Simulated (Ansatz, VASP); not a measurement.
**Re: VASP beside Ansatz**

```
Re
1.0
     1.29514   -3.77070    0.00000
     1.29514    3.77070    0.00000
    -0.10999    0.00000    3.11838
Re
2
Direct
  0.86900 0.13100 0.25000
  0.13100 0.86900 0.75000
```

Alike in both runs: task relaxation of cell and atoms; functional PBE; k mesh 8 × 8 × 6; occupations gaussian, width 0.1 eV; no spin polarisation.

|  | VASP | Ansatz |
| --- | --- | --- |
| version | VASP 6.6.1 | Ansatz 0.2.0 |
| potentials or method | VASP PAW PBE potentials, release 64 (Re), cutoff 600 eV | scalar-relativistic, plane waves, PAW |
| valence electrons in the cell | 14 | 30 |

VASP gave:

```
gap on the k mesh at the Fermi level, each at its own relaxed structure (eV) : none
relaxed volume (Å³/atom)                                                     : 15.97
relaxed cell length with the largest relative difference (Å)                 : 4.301
```

Problem. What did Ansatz give for the same quantities?

Solution. gap on the k mesh at the Fermi level, each at its own relaxed structure (eV): none; relaxed volume (Å³/atom): 15.98; relaxed cell length with the largest relative difference (Å): 4.313.

A gap of «none» marks a metal or a gap that the smearing closes. VASP's potentials hold 14 valence electrons a cell and Ansatz's 30, so a difference there can come from the potentials and not from the codes.

Neither program's run includes spin-orbit coupling.
